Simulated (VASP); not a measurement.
# TiSi2 (Cmcm) in VASP: further runs, part 3 of 3

VASP 6.6.1.

## (6) Single point, PBEsol+U

This run uses another cell than the first one, of 14.18 Å³/atom, 0.962 times its volume.

INCAR reads:

```
PREC = Accurate
ENCUT = 520
EDIFF = 1E-6
ISMEAR = -1
SIGMA = 0.05
LREAL = False
LASPH = True
NELM = 150
ALGO = Normal
ISIF = 2
LWAVE = False
LCHARG = False
LMAXMIX = 4
LDAU = True
LDAUTYPE = 2
LDAUL = 2 -1
LDAUU = 8 0
LDAUJ = 0 0
LDAUPRINT = 1
GGA = PS
NBANDS = 29
```

KPOINTS reads:

```
Automatic mesh
0
Gamma
  8 8 8
```

POSCAR reads:

```
TiSi2
1.0
    1.7651050250     -6.7592815350      0.0000000000
    1.7651050250      6.7592815350      0.0000000000
    0.0000000000      0.0000000000      3.5651739700
Ti Si
2 4
Direct
    0.1031180800      0.8968819200      0.2500000000
    0.8968819200      0.1031180800      0.7500000000
    0.7503148200      0.2496851800      0.2500000000
    0.2496851800      0.7503148200      0.7500000000
    0.4417485500      0.5582514500      0.2500000000
    0.5582514500      0.4417485500      0.7500000000
```

Potentials or basis: VASP PAW PBE potentials, release 64 (Ti_sv, Si).

Command:

```bash
cat potpaw_PBE.64/Ti_sv/POTCAR potpaw_PBE.64/Si/POTCAR > POTCAR
mpirun -np 1 vasp_std > vasp.out
```

OUTCAR:

```text
PREC = Accurate
   ENCUT = 520
   EDIFF = 1E-6
   ISMEAR = -1
   LREAL = False
   LASPH = True
   NELM = 150
   ISIF = 2
   GGA = PS

 ion  position               nearest neighbor table
   1  0.103  0.897  0.250-   6 2.58   6 2.58   6 2.58   6 2.58   3 2.66   3 2.66   4 2.67   4 2.67
                             5 2.81   5 2.81
   2  0.897  0.103  0.750-   5 2.58   5 2.58   5 2.58   5 2.58   4 2.66   4 2.66   3 2.67   3 2.67
                             6 2.81   6 2.81
   3  0.750  0.250  0.250-   4 2.51   4 2.51   4 2.51   4 2.51   1 2.66   1 2.66   2 2.67   2 2.67
                             5 3.13   5 3.13
   4  0.250  0.750  0.750-   3 2.51   3 2.51   3 2.51   3 2.51   2 2.66   2 2.66   1 2.67   1 2.67
                             6 3.13   6 3.13
   5  0.442  0.558  0.250-   6 2.38   6 2.38   2 2.58   2 2.58   2 2.58   2 2.58   1 2.81   1 2.81
                             3 3.13   3 3.13
   6  0.558  0.442  0.750-   5 2.38   5 2.38   1 2.58   1 2.58   1 2.58   1 2.58   2 2.81   2 2.81
                             4 3.13   4 3.13

  LATTYP: Found a base centered orthorhombic cell.
 ALAT       =     3.5302100500
 B/A-ratio  =     3.8293934011
 C/A-ratio  =     1.0099042039

  Lattice vectors:

 A1 = (   1.7651050250,  -6.7592815350,   0.0000000000)
 A2 = (   1.7651050250,   6.7592815350,   0.0000000000)
 A3 = (   0.0000000000,   0.0000000000,   3.5651739700)

Analysis of symmetry for initial positions (statically):
=====================================================================
 Subroutine PRICEL returns:
 Original cell was already a primitive cell.

 Routine SETGRP: Setting up the symmetry group for a
 base centered orthorhombic supercell.

 Subroutine GETGRP returns: Found  8 space group operations
 (whereof  4 operations were pure point group operations)
 out of a pool of  8 trial point group operations.

The static configuration has the point symmetry C_2h.
 The point group associated with its full space group is D_2h.

Analysis of symmetry for dynamics (positions and initial velocities):
=====================================================================
 Subroutine PRICEL returns:
 Original cell was already a primitive cell.

 Routine SETGRP: Setting up the symmetry group for a
 base centered orthorhombic supercell.

 Subroutine GETGRP returns: Found  8 space group operations
 (whereof  4 operations were pure point group operations)
 out of a pool of  8 trial point group operations.

The dynamic configuration has the point symmetry C_2h.
 The point group associated with its full space group is D_2h.

 Subroutine INISYM returns: Found  8 space group operations
 (whereof  4 operations are pure point group operations),
 and found     1 'primitive' translations

----------------------------------------------------------------------------------------

                                     Primitive cell
[... 167 lines left out ...]
  o =  0.1857  v =  0.0000 -1.0000  0.0000 -0.0000  0.0000  0.0000  0.0000  0.0000  0.0000  0.0000      0.0000  0.0000  0.0000  0.0000  0.0000  0.0000  0.0000  0.0000  0.0000  0.0000
  o =  0.1857  v =  0.0000  0.0000  0.0000  0.0000  0.0000  0.0000 -1.0000  0.0000 -0.0000  0.0000      0.0000  0.0000  0.0000  0.0000  0.0000  0.0000  0.0000  0.0000  0.0000  0.0000
  o =  0.2060  v =  0.0000  0.0000  0.0000  0.0000  0.0000  1.0000  0.0000  0.0000  0.0000  0.0000      0.0000  0.0000  0.0000  0.0000  0.0000  0.0000  0.0000  0.0000  0.0000  0.0000
  o =  0.2060  v =  1.0000  0.0000  0.0000  0.0000  0.0000  0.0000  0.0000  0.0000  0.0000  0.0000      0.0000  0.0000  0.0000  0.0000  0.0000  0.0000  0.0000  0.0000  0.0000  0.0000
  o =  0.2772  v =  0.0000  0.0000  0.0000 -1.0000 -0.0000  0.0000  0.0000  0.0000  0.0000  0.0000      0.0000  0.0000  0.0000  0.0000  0.0000  0.0000  0.0000  0.0000  0.0000  0.0000
  o =  0.2772  v =  0.0000  0.0000  0.0000  0.0000  0.0000  0.0000  0.0000  0.0000 -1.0000 -0.0000      0.0000  0.0000  0.0000  0.0000  0.0000  0.0000  0.0000  0.0000  0.0000  0.0000

atom =   2  type =  1  l = 2

 onsite density matrix

spin component  1

  0.2060 -0.0000  0.0000 -0.0000 -0.0000
 -0.0000  0.1857  0.0000 -0.0000  0.0000
  0.0000  0.0000  0.1203 -0.0000  0.0173
 -0.0000 -0.0000 -0.0000  0.2772  0.0000
 -0.0000  0.0000  0.0173  0.0000  0.1275

spin component  2

  0.2060 -0.0000  0.0000 -0.0000 -0.0000
 -0.0000  0.1857  0.0000 -0.0000  0.0000
  0.0000  0.0000  0.1203 -0.0000  0.0173
 -0.0000 -0.0000 -0.0000  0.2772  0.0000
 -0.0000  0.0000  0.0173  0.0000  0.1275

 occupancies and eigenvectors

  o =  0.1062  v =  0.0000 -0.0000  0.7754  0.0000 -0.6314  0.0000  0.0000  0.0000  0.0000  0.0000      0.0000  0.0000  0.0000  0.0000  0.0000  0.0000  0.0000  0.0000  0.0000  0.0000
  o =  0.1062  v =  0.0000  0.0000  0.0000  0.0000  0.0000  0.0000 -0.0000  0.7754  0.0000 -0.6314      0.0000  0.0000  0.0000  0.0000  0.0000  0.0000  0.0000  0.0000  0.0000  0.0000
  o =  0.1416  v =  0.0000  0.0000  0.6314  0.0000  0.7754  0.0000  0.0000  0.0000  0.0000  0.0000      0.0000  0.0000  0.0000  0.0000  0.0000  0.0000  0.0000  0.0000  0.0000  0.0000
  o =  0.1416  v =  0.0000  0.0000  0.0000  0.0000  0.0000  0.0000  0.0000  0.6314  0.0000  0.7754      0.0000  0.0000  0.0000  0.0000  0.0000  0.0000  0.0000  0.0000  0.0000  0.0000
  o =  0.1857  v =  0.0000 -1.0000  0.0000 -0.0000  0.0000  0.0000  0.0000  0.0000  0.0000  0.0000      0.0000  0.0000  0.0000  0.0000  0.0000  0.0000  0.0000  0.0000  0.0000  0.0000
  o =  0.1857  v =  0.0000  0.0000  0.0000  0.0000  0.0000  0.0000 -1.0000  0.0000 -0.0000  0.0000      0.0000  0.0000  0.0000  0.0000  0.0000  0.0000  0.0000  0.0000  0.0000  0.0000
  o =  0.2060  v =  0.0000  0.0000  0.0000  0.0000  0.0000  1.0000  0.0000  0.0000  0.0000  0.0000      0.0000  0.0000  0.0000  0.0000  0.0000  0.0000  0.0000  0.0000  0.0000  0.0000
  o =  0.2060  v =  1.0000  0.0000  0.0000  0.0000  0.0000  0.0000  0.0000  0.0000  0.0000  0.0000      0.0000  0.0000  0.0000  0.0000  0.0000  0.0000  0.0000  0.0000  0.0000  0.0000
  o =  0.2772  v =  0.0000 -0.0000  0.0000  1.0000 -0.0000  0.0000  0.0000  0.0000  0.0000  0.0000      0.0000  0.0000  0.0000  0.0000  0.0000  0.0000  0.0000  0.0000  0.0000  0.0000
  o =  0.2772  v =  0.0000  0.0000  0.0000  0.0000  0.0000  0.0000 -0.0000  0.0000  1.0000 -0.0000      0.0000  0.0000  0.0000  0.0000  0.0000  0.0000  0.0000  0.0000  0.0000  0.0000

 number of electron      40.0000004 magnetization

 Free energy of the ion-electron system (eV)
  ---------------------------------------------------
  ext. energy  EPLUGINS =         0.00000000
  ---------------------------------------------------
  free energy    TOTEN  =       -31.15000959 eV

  energy without entropy =      -31.13771242  energy(sigma->0) =      -31.14386101

 E-fermi :  11.0232     XC(G=0): -11.7548

 val. band max:       11.0179851404   @ k =   0.1250  -0.0000   0.1250
 cond. band min:      11.0240290043   @ k =  -0.3750   0.2500   0.0000
 fundamental gap:      0.0060438639
 Fermi energy:        11.0231682743

 k-point     1 :       0.0000    0.0000    0.0000
  band No.  band energies     occupation
      1     -47.7977      2.00000
      2     -47.7890      2.00000
      3     -24.2177      2.00000
      4     -24.1392      2.00000
      5     -24.0938      2.00000
      6     -24.0926      2.00000
[... 757 lines left out ...]
     28      14.3675      0.00000
     29      14.7199      0.00000

 [... further k-points ...]
[... 5 lines left out ...]
  --------------------------------------------------------------------------------------
  -------------------------------------------------------------------------------------
  Total        4.4760014      4.5569439      4.1561129      0.0000000      0.0000000      0.0000000
  in kB       84.2983333     85.8227564     78.2737435      0.0000000      0.0000000      0.0000000
  external PRESSURE =      82.7982777 kB  Pullay stress =       0.0000000 kB

 VOLUME and BASIS-vectors are now :
 -----------------------------------------------------------------------------
  energy-cutoff  :      520.00
  volume of cell :       85.07
      direct lattice vectors                 reciprocal lattice vectors
     1.765105025 -6.759281535  0.000000000     0.283269263 -0.073972359  0.000000000
     1.765105025  6.759281535  0.000000000     0.283269263  0.073972359  0.000000000
     0.000000000  0.000000000  3.565173970     0.000000000  0.000000000  0.280491221

 POSITION                                       TOTAL-FORCE (eV/Angst)
 -----------------------------------------------------------------------------------
      1.76511      5.36527      0.89129         0.000000      0.187037      0.000000
      1.76511     -5.36527      2.67388         0.000000     -0.187037      0.000000
      1.76511     -3.38390      0.89129         0.000000      0.006099     -0.000000
      1.76511      3.38390      2.67388         0.000000     -0.006099      0.000000
      1.76511      0.78748      0.89129         0.000000      0.232593      0.000000
      1.76511     -0.78748      2.67388         0.000000     -0.232593      0.000000
 -----------------------------------------------------------------------------------
    total drift:                                0.000000      0.000000      0.000000

  FREE ENERGIE OF THE ION-ELECTRON SYSTEM (eV)
  ---------------------------------------------------
  free  energy   TOTEN  =       -31.1500095947 eV

  energy  without entropy=      -31.1377124199  energy(sigma->0) =      -31.14386101
```

It took 5.5 min on 1 thread of AMD EPYC 9R45 (Zen 5), shared host; peak memory 0.38 GiB.

What came out:

- Free energy: -31.1500 eV
- Pressure: 8.3 GPa
- Largest force: 0.233 eV/Å
- Band gap on the k mesh: zero (band 20 reaches 11.30 eV, above the bottom of band 21 at 10.60 eV)

Forces in eV/Å, atoms in the order of the input:
```
Ti   0.000  0.187  0.000
Ti   0.000 -0.187  0.000
Si   0.000  0.006  0.000
Si   0.000 -0.006  0.000
Si   0.000  0.233  0.000
Si   0.000 -0.233  0.000
```

Eigenvalues of the final occupation matrices:
| site | spin | trace | eigenvalues |
| --- | --- | --- | --- |
| site 1 d | 1 | 0.92 | 0.11 0.14 0.19 0.21 0.28 |
| site 1 d | 2 | 0.92 | 0.11 0.14 0.19 0.21 0.28 |
| site 2 d | 1 | 0.92 | 0.11 0.14 0.19 0.21 0.28 |
| site 2 d | 2 | 0.92 | 0.11 0.14 0.19 0.21 0.28 |

Caveat: the PAW data sets were made with another functional, which shifts forces and pressure a little; U without spin polarisation on a metal has little footing; the U is typed as a test and isn't derived for this compound.

## (7) Overview

```csv
level,U,cell,k mesh,cutoff (eV),smearing,gap on the mesh (eV),pressure (GPa),largest force (eV/Å)
PBE,-,"a = 7.078, b = 7.078, c = 3.612 Å, angles 90.0, 90.0, 150.7°, 6 atoms",8 × 8 × 8,520,fermi-dirac 0.05 eV,none,-3.4,0.10
PBEsol,-,"a = 6.986, b = 6.986, c = 3.565 Å, angles 90.0, 90.0, 150.7°, 6 atoms",5 × 5 × 5,500,fermi-dirac 0.03 eV,none,-2.1,0.21
r2SCAN,-,"a = 7.123, b = 7.123, c = 3.635 Å, angles 90.0, 90.0, 150.7°, 6 atoms",8 × 8 × 8,520,fermi-dirac 0.05 eV,none,-7.4,0.18
PBEsol+U,Ti d U = 2.0 eV,"a = 6.986, b = 6.986, c = 3.565 Å, angles 90.0, 90.0, 150.7°, 6 atoms",8 × 8 × 8,520,fermi-dirac 0.05 eV,none,0.4,0.20
PBEsol+U,Ti d U = 8.0 eV,"a = 6.986, b = 6.986, c = 3.565 Å, angles 90.0, 90.0, 150.7°, 6 atoms",8 × 8 × 8,520,fermi-dirac 0.05 eV,none,8.3,0.23
```

Alike in all rows: task single point; potentials or basis VASP PAW PBE potentials, release 64 (Ti_sv, Si); no spin polarisation.

Caveats: some runs use coarse meshes; the PAW data sets were made with another functional, which shifts forces and pressure a little (some runs); U without spin polarisation on a metal has little footing (some runs); the U is typed as a test and isn't derived for this compound (some runs).

Total energies depend on the potentials used, so only differences within one code and one set of settings carry meaning.
